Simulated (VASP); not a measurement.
Input of a VASP 6.6.1 run:

File INCAR:

```
SYSTEM = ZnF2
PREC     = Accurate       ! precision mode
ENCUT    = 600            ! plane-wave cutoff, eV
EDIFF    = 1E-6           ! SCF threshold, eV
ISMEAR   = 0              ! smearing method
SIGMA    = 0.02           ! smearing width, eV
LREAL    = .FALSE.        ! projectors in reciprocal space
LASPH    = .TRUE.         ! aspherical terms in the spheres
NELM     = 120            ! most SCF steps
ALGO     = Normal         ! electronic algorithm
ISIF     = 2              ! what is computed and relaxed
LWAVE    = .FALSE.        ! write WAVECAR
LCHARG   = .FALSE.        ! write CHGCAR
GGA      = PE             ! functional
NBANDS   = 35             ! bands
GGA_COMPAT= .FALSE.
```

File KPOINTS:

```
Automatic mesh
0
G
  6 6 8
  0 0 0
```

File POSCAR:

```
ZnF2
1.0
    4.8000348632      0.0000000000      0.0000000000
    0.0000000000      4.8000348632      0.0000000000
    0.0000000000      0.0000000000      3.1754915749
Zn F
2 4
Direct
    0.0000000000      0.0000000000      0.0000000000
    0.5000000000      0.5000000000      0.5000000000
    0.3043835378      0.3043835378      0.0000000000
    0.1956164622      0.8043835378      0.5000000000
    0.6956164622      0.6956164622      0.0000000000
    0.8043835378      0.1956164622      0.5000000000
```

Potentials or basis: VASP PAW PBE potentials, release 64 (Zn, F).

The run is started by

```console
$ cat potpaw_PBE.64/Zn/POTCAR potpaw_PBE.64/F/POTCAR > POTCAR
$ mpirun -np 1 vasp_std > vasp.out
```

Q: Predict the pressure.

A: 0.3 GPa.

Q: What does it give for the largest force?

A: 0.014 eV/Å.

Q: Predict the band gap on the k mesh.

A: 3.46 eV.

Stress tensor (GPa, compression positive):
```
0.23 0.00 0.00
0.00 0.23 0.00
0.00 0.00 0.49
```

A k mesh can miss the band edges. A hybrid or GW would open this gap; PBE tends to underestimate it.
